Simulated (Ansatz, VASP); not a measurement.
In3Se in VASP and in Ansatz

```
In Se
1.0
     4.70569    0.00000    0.00000
     0.00000    4.70569    0.00000
     0.00000    0.00000    4.70569
In Se
3 1
Direct
  0.50000 0.50000 0.00000
  0.50000 0.00000 0.50000
  0.00000 0.50000 0.50000
  0.00000 0.00000 0.00000
```

Alike in both runs: task single point; functional r2SCAN; k mesh 6 × 6 × 6; occupations fermi-dirac, width 0.05 eV; no spin polarisation.

|  | VASP | Ansatz |
| --- | --- | --- |
| version | VASP 6.6.1 | Ansatz 0.2.0 |
| potentials or method | VASP PAW PBE potentials, release 64 (In_d, Se) | Ansatz PAW |
| plane-wave cutoff (eV) | 520 | 500 |
| valence electrons in the cell | 45 | 55 |

```tsv
	VASP	Ansatz	Ansatz less VASP
gap on the k mesh at the Fermi level (eV)	none	none	-
pressure (GPa)	1.0	1.0	-0.01
```

VASP's potentials were made for PBE, not for r2SCAN. A gap of «none» marks a metal or a gap that the smearing closes. The functional is the same, so the differences come from potentials, cutoffs and numerics. VASP's potentials hold 45 valence electrons a cell and Ansatz's 55, so a difference there can come from the potentials and not from the codes.
